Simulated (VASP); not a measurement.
# CuO (Tenorite) (C2/c) in VASP: notebook, part 2 of 2

VASP 6.6.1.

**3. Single point, LDA**

The input, INCAR:

```
SYSTEM = CuO
PREC     = Accurate       ! precision mode
ENCUT    = 520            ! plane-wave cutoff, eV
EDIFF    = 1E-6           ! SCF threshold, eV
ISMEAR   = -1             ! smearing method
SIGMA    = 0.05           ! smearing width, eV
LREAL    = .FALSE.        ! projectors in reciprocal space
LASPH    = .TRUE.         ! aspherical terms in the spheres
NELM     = 80             ! most SCF steps
ALGO     = Normal         ! electronic algorithm
ISIF     = 2              ! what is computed and relaxed
LWAVE    = .FALSE.        ! write WAVECAR
LCHARG   = .FALSE.        ! write CHGCAR
NBANDS   = 25             ! bands
```

The input, KPOINTS:

```
regular mesh
0
G
  10 10 5
  0 0 0
```

The input, POSCAR:

```
CuO
1.0
    2.3418500000     -1.7113000000      0.0000000000
    2.3418500000      1.7113000000      0.0000000000
   -0.8500274268      0.0000000000      5.0578693947
Cu O
2 2
Direct
    0.5000000000      0.0000000000      0.5000000000
    0.0000000000      0.5000000000      0.0000000000
    0.4184000000      0.5816000000      0.7500000000
    0.5816000000      0.4184000000      0.2500000000
```

Potentials or basis: VASP PAW LDA potentials, release 64 (Cu, O).

Launch:

```sh
cat potpaw_LDA.64/Cu/POTCAR potpaw_LDA.64/O/POTCAR > POTCAR
mpirun -np 1 vasp_std > vasp.out
```

OUTCAR:

```text
SYSTEM = CuO
   PREC = Accurate
   ENCUT = 520
   EDIFF = 1E-6
   ISMEAR = -1
   LREAL = .FALSE.
   LASPH = .TRUE.
   NELM = 80
   ISIF = 2

 ion  position               nearest neighbor table
   1  0.500  0.000  0.500-   3 1.95   4 1.95   4 1.96   3 1.96
   2  0.000  0.500  0.000-   4 1.95   3 1.95   4 1.96   3 1.96
   3  0.418  0.582  0.750-   2 1.95   1 1.95   2 1.96   1 1.96
   4  0.582  0.418  0.250-   1 1.95   2 1.95   2 1.96   1 1.96

  LATTYP: Found a base centered monoclinic cell.
 ALAT       =     4.6837000000
 B/A-ratio  =     0.7307470589
 C/A-ratio  =     1.0950317057
 COS(beta)  =    -0.1657361228

  Lattice vectors:

 A1 = (   2.3418500000,  -1.7113000000,   0.0000000000)
 A2 = (   2.3418500000,   1.7113000000,   0.0000000000)
 A3 = (  -0.8500274268,   0.0000000000,   5.0578693947)

Analysis of symmetry for initial positions (statically):
=====================================================================
 Subroutine PRICEL returns:
 Original cell was already a primitive cell.

 Routine SETGRP: Setting up the symmetry group for a
 base centered monoclinic supercell.

 Subroutine GETGRP returns: Found  4 space group operations
[... 174 lines left out ...]
 cond. band min:       5.3821344908   @ k =   0.5000   0.1000   0.2000
 fundamental gap:      0.0076637916
 Fermi energy:         5.3769960130

 k-point     1 :       0.0000    0.0000    0.0000
  band No.  band energies     occupation
      1     -14.2395      2.00000
      2     -12.8440      2.00000
      3      -2.8192      2.00000
      4      -0.2137      2.00000
      5       0.1942      2.00000
      6       2.0453      2.00000
[... 661 lines left out ...]
     24      18.6168      0.00000
     25      19.6753      0.00000

 [... further k-points ...]

------------------------ aborting loop because EDIFF is reached ----------------------------------------

  FORCE on cell =-STRESS in cart. coord.  units (eV):
  Direction    XX          YY          ZZ          XY          YZ          ZX
  --------------------------------------------------------------------------------------
  -------------------------------------------------------------------------------------
  Total       -2.4298542     -1.3076145     -2.8972113      0.0000000      0.0000000      0.0556596
  in kB      -96.0302305    -51.6782119   -114.5006414      0.0000000      0.0000000      2.1997210
  external PRESSURE =     -87.4030280 kB  Pullay stress =       0.0000000 kB

 VOLUME and BASIS-vectors are now :
 -----------------------------------------------------------------------------
  energy-cutoff  :      520.00
  volume of cell :       40.54
      direct lattice vectors                 reciprocal lattice vectors
     2.341850000 -1.711300000  0.000000000     0.213506416 -0.292175539  0.035881968
     2.341850000  1.711300000  0.000000000     0.213506416  0.292175539  0.035881968
    -0.850027427  0.000000000  5.057869395     0.000000000  0.000000000  0.197711709

 POSITION                                       TOTAL-FORCE (eV/Angst)
 -----------------------------------------------------------------------------------
      0.74591     -0.85565      2.52893        -0.000000      0.000000      0.000000
      1.17092      0.85565      0.00000        -0.000000     -0.000000      0.000000
      1.70433      0.27928      3.79340        -0.000000     -0.426267      0.000000
      2.12934     -0.27928      1.26447         0.000000      0.426267      0.000000
 -----------------------------------------------------------------------------------
    total drift:                                0.000000      0.000000     -0.000000

  FREE ENERGIE OF THE ION-ELECTRON SYSTEM (eV)
  ---------------------------------------------------
  free  energy   TOTEN  =       -23.1554746394 eV

  energy  without entropy=      -23.1361190334  energy(sigma->0) =      -23.14579684
```

It took 95 s on 1 thread of Intel Xeon Platinum 8259CL at 2.50GHz (Skylake/Cascade Lake), shared host; peak memory 0.23 GiB.

Results:

- Free energy: -23.1555 eV
- Pressure: -8.7 GPa
- Largest force: 0.426 eV/Å
- Band gap on the k mesh: zero (band 17 reaches 5.66 eV, above the bottom of band 18 at 5.05 eV)

Forces in eV/Å, atoms in the order of the input:
```
Cu   0.000  0.000  0.000
Cu   0.000  0.000  0.000
O    0.000 -0.426  0.000
O    0.000  0.426  0.000
```

Stress tensor (GPa, compression positive):
```
 -9.60   0.00   0.22
  0.00  -5.17   0.00
  0.22   0.00 -11.45
```

Caveat: semilocal functionals often make such compounds metallic where correlation or magnetic order opens a gap, which also shifts bond lengths. With open d or f shells a metallic result of LDA can be an artefact of self-interaction; +U or a hybrid may open a gap.

**4. Single point, PBEsol (volume scaled by 0.96)**

The input, INCAR:

```
  PREC = Accurate
  ENCUT = 520
  EDIFF = 1E-6
  ISMEAR = -1
  SIGMA = 0.05
  LREAL = False
  LASPH = True
  NELM = 60
  ALGO = Normal
  ISIF = 2
  LWAVE = False
  LCHARG = False
  GGA = PS
  NBANDS = 25
```

The input, KPOINTS:

```
regular mesh
0
Gamma
  10 10 5
```

The input, POSCAR:

```
CuO
1.0
    2.3101994985     -1.6881714891      0.0000000000
    2.3101994985      1.6881714891      0.0000000000
   -0.8385391614      0.0000000000      4.9895114286
Cu O
2 2
Direct
    0.5000000000      0.0000000000      0.5000000000
    0.0000000000      0.5000000000      0.0000000000
    0.4184000000      0.5816000000      0.7500000000
    0.5816000000      0.4184000000      0.2500000000
```

Potentials or basis: VASP PAW PBE potentials, release 64 (Cu, O).

Launch:

```sh
cat potpaw_PBE.64/Cu/POTCAR potpaw_PBE.64/O/POTCAR > POTCAR
mpirun -np 1 vasp_std > vasp.out
```

It took 47 s on 1 thread of Intel Xeon 6975P-C (Granite Rapids), shared host; peak memory 0.24 GiB.

It converged, with:

```yaml
Free_energy: -21.3311 eV
Pressure: 5.9 GPa
Largest_force: 0.185 eV/Å
Band_gap_on_the_k_mesh: zero (band 17 reaches 6.40 eV, above the bottom of band 18 at 5.79 eV)
```

Forces on the atoms (eV/Å):
```
Cu   0.000  0.000  0.000
Cu   0.000  0.000  0.000
O    0.000 -0.185  0.000
O    0.000  0.185  0.000
```

Stress tensor (GPa, compression positive):
```
 5.83  0.00 -1.65
 0.00  6.25  0.00
-1.65  0.00  5.55
```

Levels at points of the mesh, in eV from the Fermi level:
```csv
k point,band 15,band 16,band 17,band 18,band 19,band 20
"(0.00, 0.00, 0.00)",-2.28,-1.73,0.23,0.99,1.82,5.95
"(0.50, 0.00, 0.00)",-1.59,-1.48,0.00,0.25,4.76,6.39
"(0.50, 0.50, 0.00)",-1.71,-1.27,-0.68,1.12,3.12,7.17
```

Caveat: the PAW data sets were made with another functional, which shifts forces and pressure a little; semilocal functionals often make such compounds metallic where correlation or magnetic order opens a gap, which also shifts bond lengths.

**5. Single point, LDA (volume scaled by 1.02)**

The input, INCAR:

```
SYSTEM = CuO
  PREC = Accurate
  ENCUT = 520
  EDIFF = 1E-6
  ISMEAR = -1
  SIGMA = 0.05
  LREAL = .False.
  LASPH = .True.
  NELM = 80
  ALGO = Normal
  ISIF = 2
  LWAVE = .False.
  LCHARG = .False.
  GGA = CA
  NBANDS = 25
```

The input, KPOINTS:

```
regular mesh
0
Gamma
  10 10 5
  0 0 0
```

The input, POSCAR:

```
CuO
1.0
    2.3573593924     -1.7226334429      0.0000000000
    2.3573593924      1.7226334429      0.0000000000
   -0.8556569116      0.0000000000      5.0913661947
Cu O
2 2
Direct
    0.5000000000      0.0000000000      0.5000000000
    0.0000000000      0.5000000000      0.0000000000
    0.4184000000      0.5816000000      0.7500000000
    0.5816000000      0.4184000000      0.2500000000
```

Potentials or basis: VASP PAW LDA potentials, release 64 (Cu, O).

Launch:

```sh
cat potpaw_LDA.64/Cu/POTCAR potpaw_LDA.64/O/POTCAR > POTCAR
mpirun -np 1 vasp_std > vasp.out
```

OUTCAR:

```text
SYSTEM = CuO
   PREC = Accurate
   ENCUT = 520
   EDIFF = 1E-6
   ISMEAR = -1
   LREAL = .False.
   LASPH = .True.
   NELM = 80
   ISIF = 2
   GGA = CA

 ion  position               nearest neighbor table
   1  0.500  0.000  0.500-   3 1.96   4 1.96   4 1.97   3 1.97
   2  0.000  0.500  0.000-   4 1.96   3 1.96   4 1.97   3 1.97
   3  0.418  0.582  0.750-   2 1.96   1 1.96   2 1.97   1 1.97
   4  0.582  0.418  0.250-   1 1.96   2 1.96   2 1.97   1 1.97

  LATTYP: Found a base centered monoclinic cell.
 ALAT       =     4.7147187848
 B/A-ratio  =     0.7307470590
[... 874 lines left out ...]
  --------------------------------------------------------------------------------------
  -------------------------------------------------------------------------------------
  Total       -3.3274248     -1.9653206     -3.9089593      0.0000000      0.0000000      0.1667761
  in kB     -128.9246120    -76.1484339   -151.4567829      0.0000000      0.0000000      6.4619191
  external PRESSURE =    -118.8432763 kB  Pullay stress =       0.0000000 kB

 VOLUME and BASIS-vectors are now :
 -----------------------------------------------------------------------------
  energy-cutoff  :      520.00
  volume of cell :       41.35
      direct lattice vectors                 reciprocal lattice vectors
     2.357359392 -1.722633443  0.000000000     0.212101728 -0.290253276  0.035645896
     2.357359392  1.722633443  0.000000000     0.212101728  0.290253276  0.035645896
    -0.855656912  0.000000000  5.091366195     0.000000000  0.000000000  0.196410936

 POSITION                                       TOTAL-FORCE (eV/Angst)
 -----------------------------------------------------------------------------------
      0.75085     -0.86132      2.54568        -0.000000     -0.000000      0.000000
      1.17868      0.86132      0.00000        -0.000000     -0.000000      0.000000
      1.71562      0.28113      3.81852         0.000000     -0.483973      0.000000
      2.14345     -0.28113      1.27284        -0.000000      0.483973     -0.000000
 -----------------------------------------------------------------------------------
    total drift:                                0.000000      0.000000     -0.000000

  FREE ENERGIE OF THE ION-ELECTRON SYSTEM (eV)
  ---------------------------------------------------
  free  energy   TOTEN  =       -23.1039947289 eV

  energy  without entropy=      -23.0843573716  energy(sigma->0) =      -23.09417605
```

Wall time 46 s (1 thread of Intel Xeon 6975P-C (Granite Rapids), shared host); peak memory 0.23 GiB.

Results:

```yaml
Free_energy: -23.1040 eV
Pressure: -11.9 GPa
Largest_force: 0.484 eV/Å
Band_gap_on_the_k_mesh: zero (band 17 reaches 5.38 eV, above the bottom of band 18 at 4.78 eV)
```

Forces in eV/Å, atoms in the order of the input:
```
Cu   0.000  0.000  0.000
Cu   0.000  0.000  0.000
O    0.000 -0.484  0.000
O    0.000  0.484  0.000
```

Caveat: semilocal functionals often make such compounds metallic where correlation or magnetic order opens a gap, which also shifts bond lengths.

**6. Overview**

| level | potentials or basis | cell | k mesh | gap on the mesh (eV) | pressure (GPa) | largest force (eV/Å) |
| --- | --- | --- | --- | --- | --- | --- |
| PBE | VASP PAW PBE potentials, release 64 (Cu, O) | a = 2.900, b = 2.900, c = 5.129 Å, angles 97.7, 97.7, 72.3°, 4 atoms | 6 × 6 × 3 | none | 6.5 | 0.22 |
| LDA | VASP PAW LDA potentials, release 64 (Cu, O) | a = 2.900, b = 2.900, c = 5.129 Å, angles 97.7, 97.7, 72.3°, 4 atoms | 10 × 10 × 5 | none | -8.7 | 0.43 |
| PBEsol | VASP PAW PBE potentials, release 64 (Cu, O) | a = 2.861, b = 2.861, c = 5.059 Å, angles 97.7, 97.7, 72.3°, 4 atoms | 10 × 10 × 5 | none | 5.9 | 0.19 |
| LDA | VASP PAW LDA potentials, release 64 (Cu, O) | a = 2.920, b = 2.920, c = 5.163 Å, angles 97.7, 97.7, 72.3°, 4 atoms | 10 × 10 × 5 | none | -11.9 | 0.48 |

Alike in all rows: task single point; no spin polarisation; cutoff (eV) 520; smearing fermi-dirac 0.05 eV.

Caveats: some runs use coarse meshes; semilocal functionals often make such compounds metallic where correlation or magnetic order opens a gap, which also shifts bond lengths; the PAW data sets were made with another functional, which shifts forces and pressure a little (some runs).

Total energies depend on the potentials used, so only differences within one code and one set of settings carry meaning.
